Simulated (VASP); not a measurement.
# AlRu (Pmm2) in VASP: a series of runs

Runs on AlRu. Level: PBE. Tasks: single point.

All numbers are computed with VASP 6.6.1; they aren't measurements. Logs are shortened: lines on timing, memory, paths and dates and some standing lists are left out, and cuts for length are marked.

**1. The cell of the first run**

The structure is orthorhombic, space group Pmm2 (No. 25). Conventional cell: a = 3.004 Å, b = 6.008 Å, c = 3.004 Å, α = 90.00°, β = 90.00°, γ = 90.00°. Al (site symmetry m) has 8 Ru at 2.55 to 2.65 Å and 6 Al at 2.85 to 3.15 Å within 3.4 Å. Ru (site symmetry mm2) has 8 Al at 2.64 to 2.65 Å and 6 Ru at 3.00 Å within 3.5 Å. Ru (site symmetry mm2) has 8 Al at 2.55 to 2.57 Å and 6 Ru at 3.00 Å within 3.4 Å.

**2. Single point, PBE (atoms displaced along several vibrational modes)**

INCAR reads:

```
ALGO = Fast
EDIFF = 1E-7
ENCUT = 520
GGA = PE
ISIF = 2
ISMEAR = 0
LASPH = True
LCHARG = False
LREAL = False
LWAVE = False
NBANDS = 25
NELM = 100
PREC = Accurate
SIGMA = 0.15
```

KPOINTS reads:

```
k-points
0
Gamma
  14 14 8
```

POSCAR reads:

```
AlRu
1.0
    3.0038895946      0.0000000000      0.0000000000
    0.0000000000      3.0038895946      0.0000000000
    0.0000000000      0.0000000000      6.0077791893
Al Ru
2 2
Direct
    0.0000000000      0.0000000000     -0.0124838143
    0.0000000000      0.0000000000      0.5124838143
    0.4946069922      0.5000000000      0.2500000000
    0.5053930078      0.5000000000      0.7500000000
```

Potentials or basis: VASP PAW PBE potentials, release 64 (Al, Ru_pv).

Started as:

```sh
$ cat potpaw_PBE.64/Al/POTCAR potpaw_PBE.64/Ru_pv/POTCAR > POTCAR
$ mpirun -np 1 vasp_std > vasp.out
```

OUTCAR:

```text
EDIFF = 1E-7
   ENCUT = 520
   GGA = PE
   ISIF = 2
   ISMEAR = 0
   LASPH = True
   LREAL = False
   NELM = 100
   PREC = Accurate

 ion  position               nearest neighbor table
   1  0.000  0.000  0.988-   4 2.55   4 2.55   4 2.57   4 2.57   3 2.64   3 2.64   3 2.65   3 2.65
                             2 2.85   2 3.15
   2  0.000  0.000  0.512-   4 2.55   4 2.55   4 2.57   4 2.57   3 2.64   3 2.64   3 2.65   3 2.65
                             1 2.85   1 3.15
   3  0.495  0.500  0.250-   1 2.64   2 2.64   1 2.64   2 2.64   1 2.65   2 2.65   1 2.65   2 2.65
                             4 3.00   4 3.00
   4  0.505  0.500  0.750-   1 2.55   2 2.55   1 2.55   2 2.55   1 2.57   2 2.57   1 2.57   2 2.57
                             3 3.00   3 3.00

  LATTYP: Found a simple tetragonal cell.
 ALAT       =     3.0038895946
 C/A-ratio  =     2.0000000000

  Lattice vectors:

 A1 = (   3.0038895946,   0.0000000000,   0.0000000000)
 A2 = (   0.0000000000,   3.0038895946,   0.0000000000)
 A3 = (   0.0000000000,   0.0000000000,   6.0077791893)

Analysis of symmetry for initial positions (statically):
=====================================================================
 Subroutine PRICEL returns:
 Original cell was already a primitive cell.

 Routine SETGRP: Setting up the symmetry group for a
 simple tetragonal supercell.

 Subroutine GETGRP returns: Found  4 space group operations
 (whereof  2 operations were pure point group operations)
 out of a pool of 16 trial point group operations.

The static configuration has the point symmetry C_1h.
 The point group associated with its full space group is C_2v.

Analysis of symmetry for dynamics (positions and initial velocities):
=====================================================================
 Subroutine PRICEL returns:
 Original cell was already a primitive cell.

 Routine SETGRP: Setting up the symmetry group for a
 simple tetragonal supercell.

 Subroutine GETGRP returns: Found  4 space group operations
 (whereof  2 operations were pure point group operations)
 out of a pool of 16 trial point group operations.

The dynamic configuration has the point symmetry C_1h.
 The point group associated with its full space group is C_2v.

 Subroutine INISYM returns: Found  4 space group operations
 (whereof  2 operations are pure point group operations),
 and found     1 'primitive' translations

----------------------------------------------------------------------------------------

                                     Primitive cell

  volume of cell :      54.2103

  direct lattice vectors                    reciprocal lattice vectors
     3.003889595  0.000000000  0.000000000     0.332901716  0.000000000  0.000000000
     0.000000000  3.003889595  0.000000000     0.000000000  0.332901716  0.000000000
     0.000000000  0.000000000  6.007779189     0.000000000  0.000000000  0.166450858

  length of vectors
     3.003889595  3.003889595  6.007779189     0.332901716  0.332901716  0.166450858

  position of ions in fractional coordinates (direct lattice)
     0.000000000  0.000000000  0.987516186
     0.000000000  0.000000000  0.512483814
     0.494606992  0.500000000  0.250000000
     0.505393008  0.500000000  0.750000000

  ion indices of the primitive-cell ions
   primitive index   ion index
                 1           1
                 2           2
                 3           3
                 4           4

----------------------------------------------------------------------------------------

 KPOINTS: k-points

Automatic generation of k-mesh.
 Grid dimensions read from file:
 generate k-points for:   14   14    8

 Generating k-lattice:

  Cartesian coordinates                     Fractional coordinates (reciprocal lattice)
     0.023778694  0.000000000  0.000000000     0.071428571  0.000000000  0.000000000
     0.000000000  0.023778694  0.000000000     0.000000000  0.071428571  0.000000000
     0.000000000  0.000000000  0.020806357     0.000000000  0.000000000  0.125000000

  Length of vectors
     0.023778694  0.023778694  0.020806357

  Shift w.r.t. Gamma in fractional coordinates (k-lattice)
     0.000000000  0.000000000  0.000000000

 Subroutine IBZKPT returns following result:
 ===========================================

 Found    320 irreducible k-points:

 Following reciprocal coordinates:
            Coordinates               Weight
  0.000000  0.000000  0.000000      1.000000
  0.071429  0.000000  0.000000      2.000000
  0.000000  0.071429  0.000000      2.000000
  0.142857  0.000000  0.000000      2.000000
  0.000000  0.142857  0.000000      2.000000
  0.214286  0.000000  0.000000      2.000000
[... 16 lines left out ...]
  0.357143  0.071429  0.000000      4.000000
 -0.071429  0.357143  0.000000      4.000000
 [... further k-points ...]
   k-points           NKPTS =    320   k-points in BZ     NKDIM =    320   number of bands    NBANDS=     25
   number of dos      NEDOS =    301   number of ions     NIONS =      4
   total plane-waves  NPLWV =  27648
   dimension x,y,z NGX =    24 NGY =   24 NGZ =   48
   dimension x,y,z NGXF=    48 NGYF=   48 NGZF=   96
   ions per type =               2   2
   NGX,Y,Z   is equivalent  to a cutoff of  13.28, 13.28, 13.28 a.u.
   NGXF,Y,Z  is equivalent  to a cutoff of  26.56, 26.56, 26.56 a.u.
 SYSTEM =  unknown system
   PREC   = accura    normal or accurate (medium, high low for compatibility)
   ISTART =      0    job   : 0-new  1-cont  2-samecut
   ICHARG =      2    charge: 1-file 2-atom 10-const
   ISPIN  =      1    spin polarized calculation?
   LNONCOLLINEAR =      F non collinear calculations
   LSORBIT =      F    spin-orbit coupling
   LASPH  =      T    aspherical Exc in radial PAW
   ENCUT  =  520.0 eV  38.22 Ry    6.18 a.u.   5.59  5.59 11.17*2*pi/ulx,y,z
   NELM   =    100;   NELMIN=  2; NELMDL= -5     # of ELM steps
   EDIFF  = 0.1E-06   stopping-criterion for ELM
   LREAL  =      F    real-space projection
   EDIFFG = 0.1E-05   stopping-criterion for IOM
   NSW    =      0    number of steps for IOM
   IBRION =     -1    ionic relax: 0-MD 1-quasi-New 2-CG
   NFREE  =      0    steps in history (QN), initial steepest desc. (CG)
   ISIF   =      2    stress and relaxation
   ISYM   =      2    0-nonsym 1-usesym 2-fastsym
   POTIM  = 0.5000    time-step for ionic-motion
   TEBEG  =    0.0;   TEEND  =   0.0 temperature during run
   PSTRESS=    0.0 pullay stress
   NELECT =      34.0000    total number of electrons
   NUPDOWN=      -1.0000    fix difference up-down
   EMIN   =  10.00;   EMAX   =-10.00  energy-range for DOS
   EFERMI =   0.00;   METHOD = LEGACY
   ISMEAR =     0;   SIGMA  =   0.15  broadening in eV -4-tet -1-fermi 0-gaus
   EFERMI_NEDOS =   21; number of points for ismear=-14 and -15
   IALGO  =     68    algorithm
   IMIX   =      4    mixing-type and parameters
     AMIX     =   0.40;   BMIX     =  1.00
     AMIX_MAG =   1.60;   BMIX_MAG =  1.00
  volume/ion in A,a.u.               =      13.55        91.46
  Fermi-wavevector in a.u.,A,eV,Ry     =   1.401330  2.648130 26.718122  1.963727
  Thomas-Fermi vector in A             =   2.524202
   LORBIT       =      0    0 simple, 1 ext, 2 COOP (PROOUT), +10 PAW based schemes
   GGA     = PE    functional components
   LHFCALC =     F    Hartree Fock is set to
   AEXX    =    0.0000 exact exchange contribution
   IVDW    =     0    specifies the selected vdW correction
   LEPSILON=     F    determine dielectric tensor
   LRPA    =     F    only Hartree local field effects (RPA)
 non-spin polarized calculation
 RMM-DIIS sequential band-by-band and
 Gauss-broadening in eV      SIGMA  =   0.15
  energy-cutoff  :      520.00
  volume of cell :       54.21
 maximum number of plane-waves:      1486
 NGX is ok and might be reduce to    24
   NGX = 11   NGY = 11   NGZ = 23

 number of electron      33.9999996 magnetization

 Free energy of the ion-electron system (eV)
  ---------------------------------------------------
  ext. energy  EPLUGINS =         0.00000000
  ---------------------------------------------------
  free energy    TOTEN  =       -28.46727009 eV

  energy without entropy =      -28.42581450  energy(sigma->0) =      -28.44654230

 E-fermi :  10.5583     XC(G=0): -12.5004

 val. band max:       10.5564142493   @ k =   0.3571   0.3571   0.2500
 cond. band min:      10.5588063387   @ k =  -0.1429   0.2857   0.0000
 fundamental gap:      0.0023920894
 Fermi energy:        10.5583263018

 k-point     1 :       0.0000    0.0000    0.0000
  band No.  band energies     occupation
      1     -31.4184      2.00000
      2     -31.2247      2.00000
      3     -31.2245      2.00000
      4     -31.2191      2.00000
      5     -31.1977      2.00000
      6     -31.1975      2.00000
[... 17 lines left out ...]
     24      21.3733      0.00000
     25      21.5388      0.00000

 k-point     2 :       0.0714    0.0000    0.0000
  band No.  band energies     occupation
      1     -31.4171      2.00000
      2     -31.2346      2.00000
      3     -31.2239      2.00000
      4     -31.2182      2.00000
      5     -31.2071      2.00000
      6     -31.1969      2.00000
[... 17 lines left out ...]
     24      20.8498      0.00000
     25      21.7996      0.00000

 k-point     3 :       0.0000    0.0714    0.0000
  band No.  band energies     occupation
      1     -31.4171      2.00000
      2     -31.2349      2.00000
      3     -31.2236      2.00000
      4     -31.2182      2.00000
      5     -31.2072      2.00000
      6     -31.1967      2.00000
[... 17 lines left out ...]
     24      20.8571      0.00000
     25      21.2898      0.00000

 k-point     4 :       0.1429    0.0000    0.0000
  band No.  band energies     occupation
      1     -31.4137      2.00000
      2     -31.2628      2.00000
      3     -31.2336      2.00000
      4     -31.2215      2.00000
      5     -31.2159      2.00000
      6     -31.1945      2.00000
[... 17 lines left out ...]
     24      19.6938      0.00000
     25      20.7274      0.00000
[... 477 lines left out ...]
 k-point    22 :      -0.0714    0.2857    0.0000
  band No.  band energies     occupation
      1     -31.4019      2.00000
      2     -31.3474      2.00000
      3     -31.3134      2.00000
      4     -31.2237      2.00000
      5     -31.2078      2.00000
      6     -31.1966      2.00000
[... 17 lines left out ...]
     24      19.1697      0.00000
     25      19.6900      0.00000

 k-point    23 :       0.3571    0.0714    0.0000
  band No.  band energies     occupation
      1     -31.3969      2.00000
      2     -31.3872      2.00000
      3     -31.3510      2.00000
      4     -31.2203      2.00000
      5     -31.2044      2.00000
      6     -31.1933      2.00000
[... 17 lines left out ...]
     24      19.7257      0.00000
     25      20.1406      0.00000

 k-point    24 :      -0.0714    0.3571    0.0000
  band No.  band energies     occupation
      1     -31.3969      2.00000
      2     -31.3874      2.00000
      3     -31.3511      2.00000
      4     -31.2201      2.00000
      5     -31.2044      2.00000
      6     -31.1932      2.00000
[... 17 lines left out ...]
     24      19.7277      0.00000
     25      20.1386      0.00000

 [... further k-points ...]
[... 5 lines left out ...]
  --------------------------------------------------------------------------------------
  -------------------------------------------------------------------------------------
  Total        0.1815475      0.1855408      0.2472040      0.0000000      0.0000000      0.0000000
  in kB        5.3656078      5.4836287      7.3060770      0.0000000      0.0000000      0.0000000
  external PRESSURE =       6.0517712 kB  Pullay stress =       0.0000000 kB

 VOLUME and BASIS-vectors are now :
 -----------------------------------------------------------------------------
  energy-cutoff  :      520.00
  volume of cell :       54.21
      direct lattice vectors                 reciprocal lattice vectors
     3.003889595  0.000000000  0.000000000     0.332901716  0.000000000  0.000000000
     0.000000000  3.003889595  0.000000000     0.000000000  0.332901716  0.000000000
     0.000000000  0.000000000  6.007779189     0.000000000  0.000000000  0.166450858

 POSITION                                       TOTAL-FORCE (eV/Angst)
 -----------------------------------------------------------------------------------
      0.00000      0.00000      5.93278         0.027953      0.000000      0.816489
      0.00000      0.00000      3.07889         0.027953      0.000000     -0.816489
      1.48574      1.50194      1.50194         0.120757      0.000000      0.000000
      1.51814      1.50194      4.50583        -0.176663      0.000000      0.000000
 -----------------------------------------------------------------------------------
    total drift:                                0.000005      0.000000      0.000000

  FREE ENERGIE OF THE ION-ELECTRON SYSTEM (eV)
  ---------------------------------------------------
  free  energy   TOTEN  =       -28.4672700942 eV

  energy  without entropy=      -28.4258144967  energy(sigma->0) =      -28.44654230
```

Run time: 3.3 min. Hardware: 1 thread of Intel Xeon 6975P-C (Granite Rapids), shared host; peak memory 0.45 GiB.

What came out:

* Free energy: -28.4673 eV
* Pressure: 0.6 GPa
* Largest force: 0.817 eV/Å
* Band gap on the k mesh: zero (bands 17 and 18 overlap by 2.60 eV)

Forces in eV/Å, atoms in the order of the input:
```
Al   0.028  0.000  0.816
Al   0.028  0.000 -0.816
Ru   0.121  0.000  0.000
Ru  -0.177  0.000  0.000
```

Stress tensor (GPa, compression positive):
```
0.54 0.00 0.00
0.00 0.55 0.00
0.00 0.00 0.73
```

Caveat: the cell differs from its parent crystal (atoms displaced along several vibrational modes).

**3. Single point, PBE (atoms displaced along several vibrational modes)**

INCAR reads:

```
SYSTEM = AlRu
  PREC = Accurate
  ENCUT = 520
  EDIFF = 1E-7
  ISMEAR = 0
  SIGMA = 0.15
  LREAL = .False.
  LASPH = .True.
  NELM = 60
  ALGO = Fast
  ISIF = 2
  LWAVE = .False.
  LCHARG = .False.
  GGA = PE
  NBANDS = 25
```

KPOINTS reads:

```
Automatic mesh
0
Gamma
  14 14 8
  0 0 0
```

Edit POSCAR of step 2 so:

```diff
@@ -10,3 +10,3 @@
     0.0000000000      0.0000000000      0.5124838143
-    0.4946069922      0.5000000000      0.2500000000
-    0.5053930078      0.5000000000      0.7500000000
+    0.4730349610      0.5000000000      0.2500000000
+    0.5269650390      0.5000000000      0.7500000000
```

Potentials or basis: VASP PAW PBE potentials, release 64 (Al, Ru_pv).

Started as:

```sh
$ cat potpaw_PBE.64/Al/POTCAR potpaw_PBE.64/Ru_pv/POTCAR > POTCAR
$ mpirun -np 1 vasp_std > vasp.out
```

Wall time 2.8 min (1 thread of Intel Xeon 6975P-C (Granite Rapids), shared host); peak memory 0.45 GiB.

The run converged. Its results:

- Free energy: -28.4099 eV
- Pressure: 1.1 GPa
- Largest force: 0.872 eV/Å
- Band gap on the k mesh: zero (bands 17 and 18 overlap by 2.57 eV)

Forces in eV/Å, atoms in the order of the input:
```
Al   0.140  0.000  0.825
Al   0.140  0.000 -0.825
Ru   0.593  0.000  0.000
Ru  -0.872  0.000  0.000
```

Stress tensor (GPa, compression positive):
```
0.90 0.00 0.00
0.00 1.19 0.00
0.00 0.00 1.34
```

Levels at points of the mesh, in eV from the Fermi level:
```
           k point  band 15  band 16  band 17  band 18  band 19  band 20
(0.00, 0.00, 0.00)     0.11     0.12     0.15     0.45     2.19     6.00
(0.50, 0.00, 0.00)    -1.16    -1.13    -1.08     0.39     1.46     2.25
(0.00, 0.50, 0.00)    -1.31    -1.12    -1.08     0.39     1.47     2.23
(0.50, 0.50, 0.00)    -1.17     1.48     1.59     1.60     2.59     4.05
(0.00, 0.00, 0.50)    -0.76    -0.74     0.15     0.40     3.04     3.13
(0.50, 0.00, 0.50)    -1.31    -1.19    -0.56    -0.36     2.04     2.14
(0.00, 0.50, 0.50)    -1.48    -1.10    -0.54    -0.35     2.03     2.14
(0.50, 0.50, 0.50)     1.49     1.54     1.59     1.61     2.05     2.11
```

Caveat: the cell differs from its parent crystal (atoms displaced along several vibrational modes).
